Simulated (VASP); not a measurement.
# ZnSe: single point with PBE+D3(BJ)

The system is ZnSe.

```
Zn Se
1.0
     0.00000    2.83244    2.83244
     2.83244    0.00000    2.83244
     2.83244    2.83244    0.00000
Zn Se
1 1
Cartesian
  0.0000 0.0000 0.0000
  4.2487 4.2487 4.2487
```

- Program: VASP 6.6.1
- Task: single point
- Functional: PBE
- Dispersion: D3(BJ)
- Potentials or basis: VASP PAW PBE potentials, release 64 (Zn, Se)
- Cutoff: 520 eV
- k mesh: 6 × 6 × 6
- Occupations: gaussian, width 0.1 eV
- Spin: no spin polarisation

```
Pressure                   : -0.1 GPa
Band gap on the k mesh     : 1.29 eV, direct
Dispersion energy per atom : -0.323 eV
```

Levels at points of the mesh, in eV from the valence-band top:
```tsv
k point	band 5	band 6	band 7	band 8	band 9	band 10	band 11	band 12	band 13	band 14
(0.00, 0.00, 0.00)	-6.18	-6.18	0.00	0.00	0.00	1.29	5.80	5.80	5.80	9.93
(0.50, 0.00, 0.00)	-6.17	-6.02	-5.24	-0.87	-0.87	2.54	6.38	6.38	8.58	10.98
(0.50, 0.50, 0.00)	-6.14	-6.00	-4.76	-2.19	-2.19	2.98	3.46	10.75	11.26	11.26
```

Wall time 12 s on 1 thread of Intel(R) Xeon(R) Platinum 8559C (Emerald Rapids), with other jobs on the host, peak memory 0.17 GiB.
